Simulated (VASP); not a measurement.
# Ti (P6/mmm) in VASP: a series of runs

Ti is run at these levels: PBEsol; tasks: single point.

Everything below comes from runs of VASP 6.6.1. Logs are shortened: lines on timing, memory, paths and dates and some standing lists are left out, and cuts for length are marked.

## (1) The cell of the first run

It takes space group P6/mmm (No. 191, hexagonal). The conventional cell has a = 4.569 Å, b = 4.569 Å, c = 2.933 Å, α = 90.00°, β = 90.00°, γ = 120.00°. Within 3.9 Å of Ti (site symmetry 6/mmm) lie 14 Ti at 2.93 to 3.02 Å. Within 3.5 Å of Ti (site symmetry -6m2) lie 11 Ti at 2.64 to 3.02 Å.

This isn't the form of Ti at room conditions, which is hcp.

## (2) Single point, PBEsol

Contents of INCAR:

```
SYSTEM = Ti
PREC = Accurate
ENCUT = 550
EDIFF = 1E-6
ISMEAR = 0
SIGMA = 0.15
LREAL = .False.
LASPH = .True.
NELM = 300
ALGO = All
ISIF = 2
LWAVE = .False.
LCHARG = .False.
GGA = PS
NBANDS = 25
GGA_COMPAT = .False.
ISEARCH = 1
KPAR = 4
```

Contents of KPOINTS:

```
regular mesh
0
Gamma
  12 12 14
  0 0 0
```

Contents of POSCAR:

```
Ti
1.0
    4.5691000000      0.0000000000      0.0000000000
   -2.2845500000      3.9569566724      0.0000000000
    0.0000000000      0.0000000000      2.9326000000
Ti
3
Direct
    0.0000000000      0.0000000000      0.0000000000
    0.3333333333      0.6666666667      0.5000000000
    0.6666666667      0.3333333333      0.5000000000
```

Potentials or basis: VASP PAW PBE potentials, release 64 (Ti_sv).

Run with:

```console
cat potpaw_PBE.64/Ti_sv/POTCAR > POTCAR
mpirun -np 4 vasp_std > vasp.out
```

OUTCAR:

```text
SYSTEM = Ti
   PREC = Accurate
   ENCUT = 550
   EDIFF = 1E-6
   ISMEAR = 0
   LREAL = .False.
   LASPH = .True.
   NELM = 300
   ISIF = 2
   GGA = PS

 ion  position               nearest neighbor table
   1  0.000  0.000  0.000-
   2  0.333  0.667  0.500-   3 2.64   3 2.64   3 2.64
   3  0.667  0.333  0.500-   2 2.64   2 2.64   2 2.64

  LATTYP: Found a hexagonal cell.
 ALAT       =     4.5691000000
 C/A-ratio  =     0.6418331838

  Lattice vectors:

 A1 = (   4.5691000000,   0.0000000000,   0.0000000000)
 A2 = (  -2.2845500000,   3.9569566724,   0.0000000000)
 A3 = (   0.0000000000,   0.0000000000,   2.9326000000)

Analysis of symmetry for initial positions (statically):
=====================================================================
 Subroutine PRICEL returns:
 Original cell was already a primitive cell.

 Routine SETGRP: Setting up the symmetry group for a
 hexagonal supercell.

 Subroutine GETGRP returns: Found 24 space group operations
 (whereof 24 operations were pure point group operations)
 out of a pool of 24 trial point group operations.

The static configuration has the point symmetry D_6h.

Analysis of symmetry for dynamics (positions and initial velocities):
=====================================================================
 Subroutine PRICEL returns:
 Original cell was already a primitive cell.

 Routine SETGRP: Setting up the symmetry group for a
 hexagonal supercell.

 Subroutine GETGRP returns: Found 24 space group operations
 (whereof 24 operations were pure point group operations)
 out of a pool of 24 trial point group operations.

The dynamic configuration has the point symmetry D_6h.

 Subroutine INISYM returns: Found 24 space group operations
 (whereof 24 operations are pure point group operations),
 and found     1 'primitive' translations

----------------------------------------------------------------------------------------

                                     Primitive cell

  volume of cell :      53.0206

  direct lattice vectors                    reciprocal lattice vectors
     4.569100000  0.000000000  0.000000000     0.218861483  0.126359736  0.000000000
    -2.284550000  3.956956672  0.000000000     0.000000000  0.252719472  0.000000000
     0.000000000  0.000000000  2.932600000     0.000000000  0.000000000  0.340994339

  length of vectors
     4.569100000  4.569100000  2.932600000     0.252719472  0.252719472  0.340994339

  position of ions in fractional coordinates (direct lattice)
     0.000000000  0.000000000  0.000000000
     0.333333333  0.666666667  0.500000000
     0.666666667  0.333333333  0.500000000

  ion indices of the primitive-cell ions
   primitive index   ion index
                 1           1
                 2           2
                 3           3

----------------------------------------------------------------------------------------

 KPOINTS: regular mesh

Automatic generation of k-mesh.
 Grid dimensions read from file:
 generate k-points for:   12   12   14

 Generating k-lattice:

  Cartesian coordinates                     Fractional coordinates (reciprocal lattice)
     0.018238457  0.010529978  0.000000000     0.083333333 -0.000000000  0.000000000
     0.000000000  0.021059956  0.000000000     0.000000000  0.083333333  0.000000000
     0.000000000  0.000000000  0.024356739     0.000000000  0.000000000  0.071428571

  Length of vectors
     0.021059956  0.021059956  0.024356739

  Shift w.r.t. Gamma in fractional coordinates (k-lattice)
     0.000000000  0.000000000  0.000000000

 Subroutine IBZKPT returns following result:
 ===========================================

 Found    152 irreducible k-points:

 Following reciprocal coordinates:
            Coordinates               Weight
  0.000000  0.000000  0.000000      1.000000
  0.083333  0.000000  0.000000      6.000000
  0.166667 -0.000000  0.000000      6.000000
  0.250000  0.000000  0.000000      6.000000
  0.333333  0.000000  0.000000      6.000000
  0.416667  0.000000  0.000000      6.000000
[... 16 lines left out ...]
  0.250000  0.000000  0.071429     12.000000
  0.333333  0.000000  0.071429     12.000000
 [... further k-points ...]
   k-points           NKPTS =    152   k-points in BZ     NKDIM =    152   number of bands    NBANDS=     25
   number of dos      NEDOS =    301   number of ions     NIONS =      3
   total plane-waves  NPLWV =  31104
   dimension x,y,z NGX =    36 NGY =   36 NGZ =   24
   dimension x,y,z NGXF=    72 NGYF=   72 NGZF=   48
   ions per type =               3
   NGX,Y,Z   is equivalent  to a cutoff of  13.10, 13.10, 13.61 a.u.
   NGXF,Y,Z  is equivalent  to a cutoff of  26.20, 26.20, 27.21 a.u.
 SYSTEM =  Ti
   PREC   = accura    normal or accurate (medium, high low for compatibility)
   ISTART =      0    job   : 0-new  1-cont  2-samecut
   ICHARG =      2    charge: 1-file 2-atom 10-const
   ISPIN  =      1    spin polarized calculation?
   LNONCOLLINEAR =      F non collinear calculations
   LSORBIT =      F    spin-orbit coupling
   LASPH  =      T    aspherical Exc in radial PAW
   ENCUT  =  550.0 eV  40.42 Ry    6.36 a.u.   8.74  8.74  5.61*2*pi/ulx,y,z
   NELM   =    300;   NELMIN=  2; NELMDL= -5     # of ELM steps
   EDIFF  = 0.1E-05   stopping-criterion for ELM
   LREAL  =      F    real-space projection
   EDIFFG = 0.1E-04   stopping-criterion for IOM
   NSW    =      0    number of steps for IOM
   IBRION =     -1    ionic relax: 0-MD 1-quasi-New 2-CG
   NFREE  =      0    steps in history (QN), initial steepest desc. (CG)
   ISIF   =      2    stress and relaxation
   ISYM   =      2    0-nonsym 1-usesym 2-fastsym
   POTIM  = 0.5000    time-step for ionic-motion
   TEBEG  =    0.0;   TEEND  =   0.0 temperature during run
   PSTRESS=    0.0 pullay stress
   NELECT =      36.0000    total number of electrons
   NUPDOWN=      -1.0000    fix difference up-down
   EMIN   =  10.00;   EMAX   =-10.00  energy-range for DOS
   EFERMI =   0.00;   METHOD = LEGACY
   ISMEAR =     0;   SIGMA  =   0.15  broadening in eV -4-tet -1-fermi 0-gaus
   EFERMI_NEDOS =   21; number of points for ismear=-14 and -15
   IALGO  =     58    algorithm
   IMIX   =      4    mixing-type and parameters
     AMIX     =   0.40;   BMIX     =  1.00
     AMIX_MAG =   1.60;   BMIX_MAG =  1.00
  volume/ion in A,a.u.               =      17.67       119.27
  Fermi-wavevector in a.u.,A,eV,Ry     =   1.438889  2.719107 28.169537  2.070403
  Thomas-Fermi vector in A             =   2.557806
   LORBIT       =      0    0 simple, 1 ext, 2 COOP (PROOUT), +10 PAW based schemes
   GGA     = PS    functional components
   LHFCALC =     F    Hartree Fock is set to
   AEXX    =    0.0000 exact exchange contribution
   IVDW    =     0    specifies the selected vdW correction
   LEPSILON=     F    determine dielectric tensor
   LRPA    =     F    only Hartree local field effects (RPA)
 non-spin polarized calculation
 Gauss-broadening in eV      SIGMA  =   0.15
  energy-cutoff  :      550.00
  volume of cell :       53.02
 maximum number of plane-waves:      1583
 NGX is ok and might be reduce to    36
   NGX = 17   NGY = 17   NGZ = 11

 number of electron      35.9999996 magnetization

 Free energy of the ion-electron system (eV)
  ---------------------------------------------------
  ext. energy  EPLUGINS =         0.00000000
  ---------------------------------------------------
  free energy    TOTEN  =       -24.95715607 eV

  energy without entropy =      -24.92306269  energy(sigma->0) =      -24.94010938

 E-fermi :   7.9372     XC(G=0): -11.5481

 val. band max:        7.9334795205   @ k =   0.4167   0.0000   0.0000
 cond. band min:       7.9471164755   @ k =   0.3333   0.3333   0.2857
 fundamental gap:      0.0136369550
 Fermi energy:         7.9371864994

 k-point     1 :       0.0000    0.0000    0.0000
  band No.  band energies     occupation
      1     -48.8128      2.00000
      2     -48.5295      2.00000
      3     -48.3572      2.00000
      4     -25.2197      2.00000
      5     -25.2197      2.00000
      6     -25.0919      2.00000
[... 17 lines left out ...]
     24       9.5743      0.00000
     25       9.5763      0.00000

 k-point     2 :       0.0833    0.0000    0.0000
  band No.  band energies     occupation
      1     -48.8120      2.00000
      2     -48.5275      2.00000
      3     -48.3600      2.00000
      4     -25.2372      2.00000
      5     -25.2333      2.00000
      6     -25.0748      2.00000
[... 17 lines left out ...]
     24       9.3083      0.00000
     25       9.7972      0.00000

 k-point     3 :       0.1667   -0.0000    0.0000
  band No.  band energies     occupation
      1     -48.8100      2.00000
      2     -48.5216      2.00000
      3     -48.3682      2.00000
      4     -25.2723      2.00000
      5     -25.2509      2.00000
      6     -25.0406      2.00000
[... 17 lines left out ...]
     24       9.4478      0.00000
     25      10.0631      0.00000

 k-point     4 :       0.2500    0.0000    0.0000
  band No.  band energies     occupation
      1     -48.8074      2.00000
      2     -48.5119      2.00000
      3     -48.3809      2.00000
      4     -25.3077      2.00000
      5     -25.2528      2.00000
      6     -25.0065      2.00000
[... 17 lines left out ...]
     24       9.7020      0.00000
     25      10.4145      0.00000
[... 477 lines left out ...]
 k-point    22 :       0.1667   -0.0000    0.0714
  band No.  band energies     occupation
      1     -48.8079      2.00000
      2     -48.5201      2.00000
      3     -48.3665      2.00000
      4     -25.2672      2.00000
      5     -25.2470      2.00000
      6     -25.0404      2.00000
[... 17 lines left out ...]
     24       9.4412      0.00000
     25      10.1783      0.00000

 k-point    23 :       0.2500    0.0000    0.0714
  band No.  band energies     occupation
      1     -48.8054      2.00000
      2     -48.5103      2.00000
      3     -48.3791      2.00000
      4     -25.3019      2.00000
      5     -25.2495      2.00000
      6     -25.0075      2.00000
[... 17 lines left out ...]
     24       9.6762      0.00000
     25      10.5178      0.00000

 k-point    24 :       0.3333    0.0000    0.0714
  band No.  band energies     occupation
      1     -48.8029      2.00000
      2     -48.4977      2.00000
      3     -48.3945      2.00000
      4     -25.3300      2.00000
      5     -25.2347      2.00000
      6     -24.9814      2.00000
[... 17 lines left out ...]
     24       9.9767      0.00000
     25      10.3791      0.00000

 [... further k-points ...]

------------------------ aborting loop because EDIFF is reached ----------------------------------------

  FORCE on cell =-STRESS in cart. coord.  units (eV):
  Direction    XX          YY          ZZ          XY          YZ          ZX
  --------------------------------------------------------------------------------------
  -------------------------------------------------------------------------------------
  Total       -1.8613824     -1.8613824     -3.8567881      0.0000000      0.0000000      0.0000000
  in kB      -56.2472647    -56.2472647   -116.5444432      0.0000000      0.0000000      0.0000000
  external PRESSURE =     -76.3463242 kB  Pullay stress =       0.0000000 kB

 VOLUME and BASIS-vectors are now :
 -----------------------------------------------------------------------------
  energy-cutoff  :      550.00
  volume of cell :       53.02
      direct lattice vectors                 reciprocal lattice vectors
     4.569100000  0.000000000  0.000000000     0.218861483  0.126359736  0.000000000
    -2.284550000  3.956956672  0.000000000     0.000000000  0.252719472  0.000000000
     0.000000000  0.000000000  2.932600000     0.000000000  0.000000000  0.340994339

 POSITION                                       TOTAL-FORCE (eV/Angst)
 -----------------------------------------------------------------------------------
      0.00000      0.00000      0.00000         0.000000      0.000000      0.000000
     -0.00000      2.63797      1.46630        -0.000000      0.000000     -0.000000
      2.28455      1.31899      1.46630        -0.000000      0.000000      0.000000
 -----------------------------------------------------------------------------------
    total drift:                                0.000000      0.000000     -0.000000

  FREE ENERGIE OF THE ION-ELECTRON SYSTEM (eV)
  ---------------------------------------------------
  free  energy   TOTEN  =       -24.9571560697 eV

  energy  without entropy=      -24.9230593910  energy(sigma->0) =      -24.94010773
```

Run time: 84 s. Hardware: 4 MPI ranks of Intel Xeon Platinum 8559C (Emerald Rapids), shared host; peak memory 0.47 GiB.

What came out:

| Quantity | Value |
| --- | --- |
| Free energy | -24.9572 eV |
| Pressure | -7.6 GPa |
| Band gap on the k mesh | zero (bands 18 and 19 overlap by 0.39 eV) |

Caveat: the stress differs along the axes, from -12 to -6 GPa; the PAW data sets were made with another functional, which shifts forces and pressure a little.

## (3) Single point, PBEsol

This run uses another cell than the first one, of 17.83 Å³/atom.

Edit INCAR of step 2 so:

```diff
@@ -12,4 +12,5 @@
 LWAVE = .False.
-LCHARG = .False.
+LCHARG = .True.
 GGA = PS
+LVHAR = .True.
 NBANDS = 25
```

Contents of KPOINTS:

```
Automatic mesh
0
Gamma
  12 12 14
  0 0 0
```

Contents of POSCAR:

```
Ti
1.0
    4.4878000000      0.0000000000      0.0000000000
   -2.2439000000      3.8865488071      0.0000000000
    0.0000000000      0.0000000000      3.0669000000
Ti
3
Direct
    0.0000000000      0.0000000000      0.0000000000
    0.3333333333      0.6666666667      0.5000000000
    0.6666666667      0.3333333333      0.5000000000
```

Potentials or basis: VASP PAW PBE potentials, release 64 (Ti_sv).

Run with:

```console
cat potpaw_PBE.64/Ti_sv/POTCAR > POTCAR
mpirun -np 4 vasp_std > vasp.out
```

OUTCAR:

```text
SYSTEM = Ti
   PREC = Accurate
   ENCUT = 550
   EDIFF = 1E-6
   ISMEAR = 0
   LREAL = .False.
   LASPH = .True.
   NELM = 300
   ISIF = 2
   GGA = PS

 ion  position               nearest neighbor table
   1  0.000  0.000  0.000-
   2  0.333  0.667  0.500-   3 2.59   3 2.59   3 2.59
   3  0.667  0.333  0.500-   2 2.59   2 2.59   2 2.59

  LATTYP: Found a hexagonal cell.
 ALAT       =     4.4878000000
 C/A-ratio  =     0.6833860689

  Lattice vectors:

 A1 = (   4.4878000000,   0.0000000000,   0.0000000000)
 A2 = (  -2.2439000000,   3.8865488071,   0.0000000000)
 A3 = (   0.0000000000,   0.0000000000,   3.0669000000)

Analysis of symmetry for initial positions (statically):
=====================================================================
 Subroutine PRICEL returns:
 Original cell was already a primitive cell.

 Routine SETGRP: Setting up the symmetry group for a
 hexagonal supercell.

 Subroutine GETGRP returns: Found 24 space group operations
 (whereof 24 operations were pure point group operations)
 out of a pool of 24 trial point group operations.

The static configuration has the point symmetry D_6h.
[... 161 lines left out ...]

  energy without entropy =      -24.75013939  energy(sigma->0) =      -24.76880996

 E-fermi :   7.8724     XC(G=0): -11.4960

 val. band max:        7.8663940327   @ k =   0.4167   0.1667   0.1429
 cond. band min:       7.8736340444   @ k =   0.1667   0.0833   0.0000
 fundamental gap:      0.0072400117
 Fermi energy:         7.8723907625

 k-point     1 :       0.0000    0.0000    0.0000
  band No.  band energies     occupation
      1     -48.9490      2.00000
      2     -48.6179      2.00000
      3     -48.4066      2.00000
      4     -25.3534      2.00000
      5     -25.3534      2.00000
      6     -25.2149      2.00000
[... 661 lines left out ...]
     24      10.0035      0.00000
     25      10.1578      0.00000

 [... further k-points ...]

------------------------ aborting loop because EDIFF is reached ----------------------------------------

  FORCE on cell =-STRESS in cart. coord.  units (eV):
  Direction    XX          YY          ZZ          XY          YZ          ZX
  --------------------------------------------------------------------------------------
  -------------------------------------------------------------------------------------
  Total       -1.1020631     -1.1020631     -5.9623809      0.0000000      0.0000000      0.0000000
  in kB      -33.0080453    -33.0080453   -178.5801008      0.0000000      0.0000000      0.0000000
  external PRESSURE =     -81.5320638 kB  Pullay stress =       0.0000000 kB

 VOLUME and BASIS-vectors are now :
 -----------------------------------------------------------------------------
  energy-cutoff  :      550.00
  volume of cell :       53.49
      direct lattice vectors                 reciprocal lattice vectors
     4.487800000  0.000000000  0.000000000     0.222826329  0.128648841  0.000000000
    -2.243900000  3.886548807  0.000000000     0.000000000  0.257297682  0.000000000
     0.000000000  0.000000000  3.066900000     0.000000000  0.000000000  0.326062147

 POSITION                                       TOTAL-FORCE (eV/Angst)
 -----------------------------------------------------------------------------------
      0.00000      0.00000      0.00000         0.000000      0.000000      0.000000
     -0.00000      2.59103      1.53345        -0.000000      0.000000     -0.000000
      2.24390      1.29552      1.53345         0.000000     -0.000000      0.000000
 -----------------------------------------------------------------------------------
    total drift:                                0.000000      0.000000     -0.000000

  FREE ENERGIE OF THE ION-ELECTRON SYSTEM (eV)
  ---------------------------------------------------
  free  energy   TOTEN  =       -24.7874805288 eV

  energy  without entropy=      -24.7501374147  energy(sigma->0) =      -24.76880897
```

stdout:

```text
POSCAR found type information on POSCAR Ti
 POSCAR found :  1 types and       3 ions
 scaLAPACK will be used
 -----------------------------------------------------------------------------
[... 68 lines left out ...]
 gam= 0.758 g(H,U,f)=  0.339E-05 0.118E-05 0.881E-07 ort(H,U,f) = 0.127E-05-0.963E-06-0.801E-07
 gam= 0.758 trial= 0.475  step=  0.5541 mean=  0.4748
 gam= 0.615 g(H,U,f)=  0.239E-05 0.437E-06 0.365E-07 ort(H,U,f) = 0.463E-06-0.882E-07 0.298E-09
 gam= 0.615 trial= 0.483  step=  0.6271 mean=  0.4828
 gam= 1.365 g(H,U,f)=  0.219E-05 0.159E-05 0.132E-06 ort(H,U,f) = 0.627E-06-0.603E-06-0.555E-07
 gam= 1.365 trial= 0.497  step=  0.3250 mean=  0.4972
 final diagonalization occupied
```

It took 98 s on 4 MPI ranks of Intel Xeon Platinum 8559C (Emerald Rapids), shared host; peak memory 0.47 GiB.

What came out:

```
Free energy            : -24.7875 eV
Pressure               : -8.2 GPa
Band gap on the k mesh : zero (bands 18 and 19 overlap by 0.58 eV)
```

Levels at points of the mesh, in eV from the Fermi level:
```csv
k point,band 16,band 17,band 18,band 19,band 20,band 21
"(0.00, 0.00, 0.00)",-0.60,-0.47,-0.47,0.47,1.12,1.21
"(0.50, 0.00, 0.00)",-0.42,-0.20,-0.17,0.25,0.27,0.89
"(0.00, 0.00, 0.50)",-1.97,-1.57,-1.57,1.05,1.05,1.32
"(0.50, 0.00, 0.50)",-1.12,-1.03,-0.80,0.41,0.60,0.62
```

Caveat: the stress differs along the axes, from -18 to -3 GPa; the PAW data sets were made with another functional, which shifts forces and pressure a little.
